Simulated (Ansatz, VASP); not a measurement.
**One calculation of Pd, two programs**

```xyz
2
Lattice="2.7422 0.0000 0.0000 -1.3711 2.3748 0.0000 0.0000 0.0000 4.6026" Properties=species:S:1:pos:R:3 pbc="T T T"
Pd    1.3711    0.7916    3.4520
Pd    0.0000    1.5832    1.1507
```

Alike in both runs: functional r2SCAN; k mesh 12 × 12 × 6; occupations gaussian, width 0.1 eV; no spin polarisation.

Ansatz relaxed the structure, and its values are those at the end. VASP's run is a single point on that final structure, the one shown.

|  | VASP | Ansatz |
| --- | --- | --- |
| version | VASP 6.6.1 | Ansatz 0.2.0 |
| potentials or method | VASP PAW PBE potentials, release 64 (Pd), cutoff 520 eV | scalar-relativistic, plane waves, PAW |
| valence electrons in the cell | 20 | 36 |

VASP gave:

* gap on the k mesh at the Fermi level (eV): none
* pressure (GPa): 0.8

What did Ansatz give for the same quantities?

gap on the k mesh at the Fermi level (eV): none; pressure (GPa): 0.1.

VASP's potentials were made for PBE, not for r2SCAN. A gap of «none» marks a metal or a gap that the smearing closes. With one functional, cell and mesh, what is left measures potentials, basis and numerics. VASP's potentials hold 20 valence electrons a cell and Ansatz's 36, so a difference there can come from the potentials and not from the codes.
